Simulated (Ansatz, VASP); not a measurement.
## One calculation of LaAs, two programs

```
CELL_PARAMETERS angstrom
0.00000 3.06250 3.00125
3.06250 0.00000 3.00125
3.06250 3.06250 0.00000
ATOMIC_POSITIONS crystal
La 0.00000 0.00000 0.00000
As 0.50000 0.50000 0.50000
```

Change from the starting cell: zz strain of -2 %, crystal datasets.

Alike in both runs: task electric field gradients; functional PBEsol; k mesh 12 × 12 × 12; occupations fermi-dirac, width 0.05 eV; no spin polarisation.

```csv
,VASP,Ansatz
version,VASP 6.6.1,Ansatz 0.2.0
potentials or method,"VASP PAW PBE potentials, release 64 (La, As), cutoff 520 eV","all-electron PAW with datasets made for the crystal, scalar-relativistic"
```

Ansatz gave:

```
pressure (GPa)                                                : 1.0
traceless stress, the component that is largest in VASP (GPa) : 2.15
size of Vzz on the site where it differs most (V/Å²)          : 30.4
```

Task: Which values does VASP return?

Result: Pressure (GPa): 1.0; traceless stress, the component that is largest in VASP (GPa): 2.16; size of Vzz on the site where it differs most (V/Å²): 29.5.

VASP's potentials were made for PBE, not for PBEsol. Ansatz ran all-electron here, and VASP with PAW potentials.

Neither program's run includes spin-orbit coupling.
